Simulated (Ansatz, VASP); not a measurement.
# One calculation of CuO, two programs

INCAR

```
SYSTEM = CuO
PREC = Accurate
ENCUT = 520
EDIFF = 1E-6
ISMEAR = -1
SIGMA = 0.05
LREAL = .False.
LASPH = .True.
NELM = 150
ALGO = Normal
ISIF = 2
LWAVE = .False.
LCHARG = .False.
ISPIN = 2
MAGMOM = 1 -1 -1 1 0 0 0 0
LORBIT = 11
LMAXMIX = 4
GGA = PE
NBANDS = 48
```

Contents of KPOINTS:

```
Automatic mesh
0
Gamma
  4 7 4
  0 0 0
```

Contents of POSCAR:

```
CuO
1.0
    4.6791000000     -3.4805000000      0.0000000000
    2.3395500000      1.7402500000      0.0000000000
   -0.7652000000      0.0000000000      5.0607800000
Cu O
4 4
Direct
    0.0000000000      0.5000000000      0.0000000000
    0.5000000000      0.5000000000      0.0000000000
    0.2500000000      0.0000000000      0.5000000000
    0.7500000000      0.0000000000      0.5000000000
    0.2738500000      0.4523000000      0.2500000000
    0.7738500000      0.4523000000      0.2500000000
    0.2261500000      0.5477000000      0.7500000000
    0.7261500000      0.5477000000      0.7500000000
```

Input for Ansatz:

```yaml
crystal:
  lattice:
    - [4.6791, -3.4805, 0.0]
    - [2.33955, 1.74025, 0.0]
    - [-0.7652, 0.0, 5.06078]
  atoms:
    - { symbol: Cu, position: [0.0, 0.5, 0.0], spin: 1.0 }
    - { symbol: Cu, position: [0.5, 0.5, 0.0], spin: -1.0 }
    - { symbol: Cu, position: [0.25, 0.0, 0.5], spin: -1.0 }
    - { symbol: Cu, position: [0.75, 0.0, 0.5], spin: 1.0 }
    - { symbol: O, position: [0.27385, 0.4523, 0.25] }
    - { symbol: O, position: [0.77385, 0.4523, 0.25] }
    - { symbol: O, position: [0.22615, 0.5477, 0.75] }
    - { symbol: O, position: [0.72615, 0.5477, 0.75] }
magnetization:
  spin_polarized: true
hamiltonian:
  xc: pbe
  pseudopotentials: { kind: paw }
basis:
  ecutwfc: 420
kpoints:
  mp_grid: { grid: [4, 7, 4] }
scf:
  occupations: { method: fermi_dirac, width: 0.05 }
  lower_state_search: "off"
output:
  forces: true
  stress: true
```

Alike in both runs: task single point; functional PBE; k mesh 4 × 7 × 4; occupations fermi-dirac, width 0.05 eV; collinear spin.

```csv
,VASP,Ansatz
version,VASP 6.6.1,Ansatz 0.2.0
potentials or method,"VASP PAW PBE potentials, release 64 (Cu, O), cutoff 520 eV","PAW, plane waves, scalar-relativistic"
valence electrons in the cell,68,100
```

Ansatz gave:

```
pressure (GPa)                                                : 6.8
traceless stress, the component that is largest in VASP (GPa) : 2.36
rms of the force components (eV/Å)                            : 0.071
net moment per atom (μB)                                      : 0.00
```

Task: What did VASP give for the same quantities?

Result: Pressure (GPa): 7.6; traceless stress, the component that is largest in VASP (GPa): 2.55; rms of the force components (eV/Å): 0.091; net moment per atom (μB): 0.00.

Atom by atom the forces differ by 0.020 eV/Å (rms over components). With one functional, cell and mesh, what is left measures potentials, basis and numerics. VASP's potentials hold 68 valence electrons a cell and Ansatz's 100, so a difference there can come from the potentials and not from the codes. Ansatz's warnings: seeded moment not kept.
